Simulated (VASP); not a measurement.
Runs of VASP 6.6.1 on Mg3Sn2N2. The structure is that of space group P-3m1 (No. 164), or close to it. The cells are those of the table. 

| cell | k mesh | gap on the mesh (eV) | pressure (GPa) | largest force (eV/Å) |
| --- | --- | --- | --- | --- |
| a = 3.260, b = 3.260, c = 13.219 Å, angles 90.0, 90.0, 120.0°, 7 atoms | 6 × 6 × 2 | none | -0.3 | 0.03 |
| a = 3.321, b = 3.321, c = 12.619 Å, angles 90.0, 90.0, 120.0°, 7 atoms | 6 × 6 × 2 | none | -0.1 | 0.33 |
| a = 3.645, b = 3.645, c = 10.948 Å, angles 90.0, 90.0, 120.0°, 7 atoms | 5 × 5 × 2 | none | -0.1 | 0.03 |
| a = 6.353, b = 6.353, c = 5.621 Å, angles 90.0, 90.0, 120.0°, 7 atoms | 4 × 4 × 3 | none | (b) | 0.06 |
| a = 3.341, b = 3.341, c = 12.311 Å, angles 90.0, 90.0, 120.0°, 7 atoms | 5 × 5 × 2 | none | -0.2 | (a) |

Alike in all rows: task single point; level PBE; potentials or basis VASP PAW PBE potentials, release 64 (Mg, Sn_d, N); no spin polarisation; cutoff (eV) 520; smearing gaussian 0.2 eV.

Q: Fill in the values left out.

A: (a) 0.04; (b) 0.0.

Caveats: all runs use coarse meshes; spin-orbit coupling is left out, which moves the levels of the heavy elements.

A k mesh can miss the band edges, and the runs leave out spin-orbit coupling on Sn.

A gap of «none» marks levels without a gap at the run's occupations.
